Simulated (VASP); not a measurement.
Write the native input for VASP 6.6.1 that does the following.

```yaml
Task: single point
Functional: PBE
Potentials_or_basis: VASP PAW PBE potentials, release 64 (Ga_d, P)
Cutoff: 500 eV
k_mesh: 6 × 6 × 6
Occupations: gaussian, width 0.1 eV
Spin: no spin polarisation
Dipole_correction: no
Further_INCAR_settings: ALGO = Normal; EDIFF = 1e-06; NBANDS = 16
```

The structure of GaP lies in POSCAR:

```
GaP
1.0
    0.0000000000      2.7252500100      2.7252500100
    2.7252500100      0.0000000000      2.7252500100
    2.7252500100      2.7252500100      0.0000000000
Ga P
1 1
Direct
    0.0000000000      0.0000000000      0.0000000000
    0.7500000000      0.7500000000      0.7500000000
```

One way to write it, as run:

INCAR

```
SYSTEM = GaP
  PREC = Accurate
  ENCUT = 500
  EDIFF = 1E-6
  ISMEAR = 0
  SIGMA = 0.1
  LREAL = .FALSE.
  LASPH = .TRUE.
  NELM = 120
  ALGO = Normal
  ISIF = 2
  LWAVE = .FALSE.
  LCHARG = .TRUE.
  GGA = PE
  LELF = .TRUE.
  LVHAR = .TRUE.
  NBANDS = 16
  GGA_COMPAT = .FALSE.
```

KPOINTS

```
regular mesh
0
G
  6 6 6
  0 0 0
```

Potentials or basis: VASP PAW PBE potentials, release 64 (Ga_d, P).

Command:

```console
$ cat potpaw_PBE.64/Ga_d/POTCAR potpaw_PBE.64/P/POTCAR > POTCAR
$ mpirun -np 1 vasp_std > vasp.out
```

It gave:

```
Pressure               : 2.4 GPa
Band gap on the k mesh : 1.65 eV, indirect (least direct gap 1.82 eV)
```

Wall time 24 s on 1 thread of AMD EPYC 7R13, on a shared host, peak memory 0.12 GiB.
